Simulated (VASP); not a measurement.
# Al2Cu (P4/mmm) in VASP: notebook

Aim: see how the results for Al2Cu move with the level of theory and the settings. Levels: PBEsol, PBE. Tasks: single point.

Everything below comes from runs of VASP 6.6.1. Logs are shortened: lines on timing, memory, paths and dates and some standing lists are left out, and cuts for length are marked.

### Step 1. The cell of the first run

It takes space group P4/mmm (No. 123, tetragonal). The conventional cell has a = 4.084 Å, b = 4.084 Å, c = 2.846 Å, α = 90.00°, β = 90.00°, γ = 90.00°. Al (site symmetry mmm) has 4 Cu at 2.49 Å and 6 Al at 2.85 to 2.89 Å within 3.3 Å. Within 3.3 Å of Cu (site symmetry 4/mmm) lie 8 Al at 2.49 Å and 2 Cu at 2.85 Å.

### Step 2. Single point, PBEsol

File INCAR:

```
ALGO = Normal
EDIFF = 1E-6
ENCUT = 520
GGA = PS
ISIF = 2
ISMEAR = 0
LASPH = True
LCHARG = True
LELF = True
LREAL = False
LVHAR = True
LWAVE = False
NBANDS = 16
NELM = 60
PREC = Accurate
SIGMA = 0.1
```

File KPOINTS:

```
k-points
0
Gamma
  10 10 14
```

File POSCAR:

```
Al2Cu
1.0
    4.0841722015      0.0000000000      0.0000000000
    0.0000000000      4.0841722015      0.0000000000
    0.0000000000      0.0000000000      2.8463947327
Al Cu
2 1
Direct
    0.5000000000      0.0000000000      0.5000000000
    0.0000000000      0.5000000000      0.5000000000
    0.0000000000      0.0000000000      0.0000000000
```

Potentials or basis: VASP PAW PBE potentials, release 64 (Al, Cu).

On the command line:

```bash
$ cat potpaw_PBE.64/Al/POTCAR potpaw_PBE.64/Cu/POTCAR > POTCAR
$ mpirun -np 1 vasp_std > vasp.out
```

OUTCAR:

```text
EDIFF = 1E-6
   ENCUT = 520
   GGA = PS
   ISIF = 2
   ISMEAR = 0
   LASPH = True
   LREAL = False
   NELM = 60
   PREC = Accurate

 ion  position               nearest neighbor table
   1  0.500  0.000  0.500-   3 2.49   3 2.49   3 2.49   3 2.49   2 2.89   2 2.89   2 2.89   2 2.89

   2  0.000  0.500  0.500-   3 2.49   3 2.49   3 2.49   3 2.49   1 2.89   1 2.89   1 2.89   1 2.89

   3  0.000  0.000  0.000-   1 2.49   2 2.49   1 2.49   2 2.49   2 2.49   2 2.49   1 2.49   1 2.49

  LATTYP: Found a simple tetragonal cell.
 ALAT       =     4.0841722015
 C/A-ratio  =     0.6969330852

  Lattice vectors:

 A1 = (   4.0841722015,   0.0000000000,   0.0000000000)
 A2 = (   0.0000000000,   4.0841722015,   0.0000000000)
 A3 = (   0.0000000000,   0.0000000000,   2.8463947327)

Analysis of symmetry for initial positions (statically):
=====================================================================
 Subroutine PRICEL returns:
 Original cell was already a primitive cell.

 Routine SETGRP: Setting up the symmetry group for a
 simple tetragonal supercell.

 Subroutine GETGRP returns: Found 16 space group operations
 (whereof 16 operations were pure point group operations)
 out of a pool of 16 trial point group operations.

The static configuration has the point symmetry D_4h.

Analysis of symmetry for dynamics (positions and initial velocities):
=====================================================================
 Subroutine PRICEL returns:
 Original cell was already a primitive cell.

 Routine SETGRP: Setting up the symmetry group for a
 simple tetragonal supercell.

 Subroutine GETGRP returns: Found 16 space group operations
 (whereof 16 operations were pure point group operations)
 out of a pool of 16 trial point group operations.

The dynamic configuration has the point symmetry D_4h.

 Subroutine INISYM returns: Found 16 space group operations
 (whereof 16 operations are pure point group operations),
 and found     1 'primitive' translations

----------------------------------------------------------------------------------------

                                     Primitive cell

  volume of cell :      47.4792

  direct lattice vectors                    reciprocal lattice vectors
     4.084172202  0.000000000  0.000000000     0.244847658  0.000000000  0.000000000
     0.000000000  4.084172202  0.000000000     0.000000000  0.244847658  0.000000000
     0.000000000  0.000000000  2.846394733     0.000000000  0.000000000  0.351321617

  length of vectors
     4.084172202  4.084172202  2.846394733     0.244847658  0.244847658  0.351321617

  position of ions in fractional coordinates (direct lattice)
     0.500000000  0.000000000  0.500000000
     0.000000000  0.500000000  0.500000000
     0.000000000  0.000000000  0.000000000

  ion indices of the primitive-cell ions
   primitive index   ion index
                 1           1
                 2           2
                 3           3

----------------------------------------------------------------------------------------

 KPOINTS: k-points

Automatic generation of k-mesh.
 Grid dimensions read from file:
 generate k-points for:   10   10   14

 Generating k-lattice:

  Cartesian coordinates                     Fractional coordinates (reciprocal lattice)
     0.024484766  0.000000000  0.000000000     0.100000000  0.000000000  0.000000000
     0.000000000  0.024484766  0.000000000     0.000000000  0.100000000  0.000000000
     0.000000000  0.000000000  0.025094401     0.000000000  0.000000000  0.071428571

  Length of vectors
     0.024484766  0.024484766  0.025094401

  Shift w.r.t. Gamma in fractional coordinates (k-lattice)
     0.000000000  0.000000000  0.000000000

 Subroutine IBZKPT returns following result:
 ===========================================

 Found    168 irreducible k-points:

 Following reciprocal coordinates:
            Coordinates               Weight
  0.000000  0.000000  0.000000      1.000000
  0.100000  0.000000  0.000000      4.000000
  0.200000  0.000000  0.000000      4.000000
  0.300000  0.000000  0.000000      4.000000
  0.400000  0.000000  0.000000      4.000000
  0.500000  0.000000  0.000000      2.000000
[... 16 lines left out ...]
  0.100000  0.000000  0.071429      8.000000
  0.200000  0.000000  0.071429      8.000000
 [... further k-points ...]
   k-points           NKPTS =    168   k-points in BZ     NKDIM =    168   number of bands    NBANDS=     16
   number of dos      NEDOS =    301   number of ions     NIONS =      3
   total plane-waves  NPLWV =  21600
   dimension x,y,z NGX =    30 NGY =   30 NGZ =   24
   dimension x,y,z NGXF=    60 NGYF=   60 NGZF=   48
   ions per type =               2   1
   NGX,Y,Z   is equivalent  to a cutoff of  12.21, 12.21, 14.02 a.u.
   NGXF,Y,Z  is equivalent  to a cutoff of  24.42, 24.42, 28.03 a.u.
 SYSTEM =  unknown system
   PREC   = accura    normal or accurate (medium, high low for compatibility)
   ISTART =      0    job   : 0-new  1-cont  2-samecut
   ICHARG =      2    charge: 1-file 2-atom 10-const
   ISPIN  =      1    spin polarized calculation?
   LNONCOLLINEAR =      F non collinear calculations
   LSORBIT =      F    spin-orbit coupling
   LASPH  =      T    aspherical Exc in radial PAW
   ENCUT  =  520.0 eV  38.22 Ry    6.18 a.u.   7.59  7.59  5.29*2*pi/ulx,y,z
   NELM   =     60;   NELMIN=  2; NELMDL= -5     # of ELM steps
   EDIFF  = 0.1E-05   stopping-criterion for ELM
   LREAL  =      F    real-space projection
   EDIFFG = 0.1E-04   stopping-criterion for IOM
   NSW    =      0    number of steps for IOM
   IBRION =     -1    ionic relax: 0-MD 1-quasi-New 2-CG
   NFREE  =      0    steps in history (QN), initial steepest desc. (CG)
   ISIF   =      2    stress and relaxation
   ISYM   =      2    0-nonsym 1-usesym 2-fastsym
   POTIM  = 0.5000    time-step for ionic-motion
   TEBEG  =    0.0;   TEEND  =   0.0 temperature during run
   PSTRESS=    0.0 pullay stress
   NELECT =      17.0000    total number of electrons
   NUPDOWN=      -1.0000    fix difference up-down
   EMIN   =  10.00;   EMAX   =-10.00  energy-range for DOS
   EFERMI =   0.00;   METHOD = LEGACY
   ISMEAR =     0;   SIGMA  =   0.10  broadening in eV -4-tet -1-fermi 0-gaus
   EFERMI_NEDOS =   21; number of points for ismear=-14 and -15
   IALGO  =     38    algorithm
   IMIX   =      4    mixing-type and parameters
     AMIX     =   0.40;   BMIX     =  1.00
     AMIX_MAG =   1.60;   BMIX_MAG =  1.00
  volume/ion in A,a.u.               =      15.83       106.80
  Fermi-wavevector in a.u.,A,eV,Ry     =   1.162492  2.196792 18.386753  1.351388
  Thomas-Fermi vector in A             =   2.299053
   LORBIT       =      0    0 simple, 1 ext, 2 COOP (PROOUT), +10 PAW based schemes
   GGA     = PS    functional components
   LHFCALC =     F    Hartree Fock is set to
   AEXX    =    0.0000 exact exchange contribution
   IVDW    =     0    specifies the selected vdW correction
   LEPSILON=     F    determine dielectric tensor
   LRPA    =     F    only Hartree local field effects (RPA)
 non-spin polarized calculation
 Gauss-broadening in eV      SIGMA  =   0.10
  energy-cutoff  :      520.00
  volume of cell :       47.48
 maximum number of plane-waves:      1294
   NGX = 15   NGY = 15   NGZ = 11

 number of electron      16.9999981 magnetization

 Free energy of the ion-electron system (eV)
  ---------------------------------------------------
  ext. energy  EPLUGINS =         0.00000000
  ---------------------------------------------------
  free energy    TOTEN  =       -12.56930590 eV

  energy without entropy =      -12.56464970  energy(sigma->0) =      -12.56697780

 E-fermi :   7.3168     XC(G=0): -10.5928

 val. band max:        7.3080907229   @ k =   0.4000   0.4000   0.4286
 cond. band min:       7.3277756999   @ k =   0.2000   0.1000   0.5000
 fundamental gap:      0.0196849770
 Fermi energy:         7.3168135583

 k-point     1 :       0.0000    0.0000    0.0000
  band No.  band energies     occupation
      1      -3.3730      2.00000
      2       1.7857      2.00000
      3       2.2947      2.00000
      4       2.9812      2.00000
      5       3.2019      2.00000
      6       3.2019      2.00000
[... 8 lines left out ...]
     15      14.5551      0.00000
     16      20.1621      0.00000

 k-point     2 :       0.1000    0.0000    0.0000
  band No.  band energies     occupation
      1      -3.2880      2.00000
      2       1.7376      2.00000
      3       2.2744      2.00000
      4       2.9548      2.00000
      5       3.1991      2.00000
      6       3.2024      2.00000
[... 8 lines left out ...]
     15      15.6379      0.00000
     16      19.8343      0.00000

 k-point     3 :       0.2000    0.0000    0.0000
  band No.  band energies     occupation
      1      -3.0363      2.00000
      2       1.4719      2.00000
      3       2.2292      2.00000
      4       2.8927      2.00000
      5       3.1917      2.00000
      6       3.2036      2.00000
[... 8 lines left out ...]
     15      17.4100      0.00000
     16      19.0277      0.00000

 k-point     4 :       0.3000    0.0000    0.0000
  band No.  band energies     occupation
      1      -2.6330      2.00000
      2       0.8092      2.00000
      3       2.2134      2.00000
      4       2.8267      2.00000
      5       3.0489      2.00000
      6       3.1826      2.00000
[... 8 lines left out ...]
     15      18.1018      0.00000
     16      19.3421      0.00000
[... 324 lines left out ...]
 k-point    22 :       0.0000    0.0000    0.0714
  band No.  band energies     occupation
      1      -3.2774      2.00000
      2       1.8182      2.00000
      3       2.3323      2.00000
      4       2.9908      2.00000
      5       3.1035      2.00000
      6       3.1035      2.00000
[... 8 lines left out ...]
     15      15.9126      0.00000
     16      19.2487      0.00000

 k-point    23 :       0.1000    0.0000    0.0714
  band No.  band energies     occupation
      1      -3.1924      2.00000
      2       1.7713      2.00000
      3       2.3130      2.00000
      4       2.9626      2.00000
      5       3.0916      2.00000
      6       3.1101      2.00000
[... 8 lines left out ...]
     15      16.3336      0.00000
     16      18.7023      0.00000

 k-point    24 :       0.2000    0.0000    0.0714
  band No.  band energies     occupation
      1      -2.9411      2.00000
      2       1.5150      2.00000
      3       2.2677      2.00000
      4       2.9015      2.00000
      5       3.0491      2.00000
      6       3.1198      2.00000
[... 8 lines left out ...]
     15      17.4693      0.00000
     16      17.7641      0.00000

 [... further k-points ...]

------------------------ aborting loop because EDIFF is reached ----------------------------------------

  FORCE on cell =-STRESS in cart. coord.  units (eV):
  Direction    XX          YY          ZZ          XY          YZ          ZX
  --------------------------------------------------------------------------------------
  -------------------------------------------------------------------------------------
  Total        0.0707201      0.0707201      0.0726384      0.0000000     -0.0000000      0.0000000
  in kB        2.3864370      2.3864370      2.4511708      0.0000000     -0.0000000      0.0000000
  external PRESSURE =       2.4080149 kB  Pullay stress =       0.0000000 kB

 VOLUME and BASIS-vectors are now :
 -----------------------------------------------------------------------------
  energy-cutoff  :      520.00
  volume of cell :       47.48
      direct lattice vectors                 reciprocal lattice vectors
     4.084172202  0.000000000  0.000000000     0.244847658  0.000000000  0.000000000
     0.000000000  4.084172202  0.000000000     0.000000000  0.244847658  0.000000000
     0.000000000  0.000000000  2.846394733     0.000000000  0.000000000  0.351321617

 POSITION                                       TOTAL-FORCE (eV/Angst)
 -----------------------------------------------------------------------------------
      2.04209      0.00000      1.42320         0.000000      0.000000      0.000000
      0.00000      2.04209      1.42320         0.000000      0.000000      0.000000
      0.00000      0.00000      0.00000         0.000000      0.000000      0.000000
 -----------------------------------------------------------------------------------
    total drift:                                0.000000      0.000000     -0.000000

  FREE ENERGIE OF THE ION-ELECTRON SYSTEM (eV)
  ---------------------------------------------------
  free  energy   TOTEN  =       -12.5693059023 eV

  energy  without entropy=      -12.5646496978  energy(sigma->0) =      -12.56697780
```

Run time: 2.6 min. Hardware: 1 thread of Intel Xeon 8259CL, shared host; peak memory 0.25 GiB.

Results:

```yaml
Free_energy: -12.5693 eV
Pressure: 0.2 GPa
Band_gap_on_the_k_mesh: zero (an odd number of electrons rules out a gap without spin polarisation)
```

Levels at points of the mesh, in eV from the Fermi level:
| k point | band 6 | band 7 | band 8 | band 9 | band 10 | band 11 | band 12 | band 13 |
| --- | --- | --- | --- | --- | --- | --- | --- | --- |
| (0.00, 0.00, 0.00) | -4.11 | -2.46 | -2.46 | -0.08 | 0.83 | 6.18 | 6.18 | 6.33 |
| (0.50, 0.00, 0.00) | -4.14 | -4.11 | -1.14 | 1.55 | 1.70 | 1.92 | 7.72 | 8.37 |
| (0.50, 0.50, 0.00) | -4.30 | -4.14 | -4.14 | -2.47 | 8.58 | 8.58 | 9.62 | 9.97 |
| (0.00, 0.00, 0.50) | -4.14 | -3.01 | 2.52 | 2.64 | 2.64 | 2.73 | 2.73 | 3.15 |
| (0.50, 0.00, 0.50) | -4.21 | -3.12 | -2.46 | -1.64 | 3.75 | 3.99 | 4.49 | 5.11 |
| (0.50, 0.50, 0.50) | -3.51 | -2.31 | -2.31 | -0.84 | -0.83 | 0.05 | 0.05 | 2.36 |

Caveat: the PAW data sets were made with another functional, which shifts forces and pressure a little.

[end of part 1 of 2]
